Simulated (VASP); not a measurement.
Here is a VASP 6.6.1 calculation.

Contents of INCAR:

```
SYSTEM = Pt2C
ALGO = Normal
EDIFF = 1E-6
ENCUT = 520
GGA = PE
ISIF = 2
ISMEAR = 0
LASPH = .TRUE.
LCHARG = .FALSE.
LREAL = .FALSE.
LWAVE = .FALSE.
NBANDS = 33
NELM = 100
PREC = Accurate
SIGMA = 0.1
```

File KPOINTS:

```
k-points
0
G
  4 4 6
  0 0 0
```

POSCAR

```
Pt2C
1.0
    5.4513435100      0.0000000000      0.0000000000
    0.0000000000      5.4513435100      0.0000000000
    0.0000000000      0.0000000000      3.1312478200
Pt C
4 2
Direct
    0.7147240000      0.2852760000      0.5000000000
    0.2852760000      0.7147240000      0.5000000000
    0.2147240000      0.2147240000      0.0000000000
    0.7852760000      0.7852760000      0.0000000000
    0.0000000000      0.0000000000      0.5000000000
    0.5000000000      0.5000000000      0.0000000000
```

Potentials or basis: VASP PAW PBE potentials, release 64 (Pt, C).

Run with:

```console
$ cat potpaw_PBE.64/Pt/POTCAR potpaw_PBE.64/C/POTCAR > POTCAR
$ mpirun -np 1 vasp_std > vasp.out
```

Q: Predict the pressure.

A: -25.1 GPa.

Q: Predict the largest force.

A: 0.380 eV/Å.

Stress tensor (GPa, compression positive):
```
-26.93   0.00   0.00
  0.00 -26.93   0.00
  0.00   0.00 -21.42
```

Caveat: the cell stands under tension.
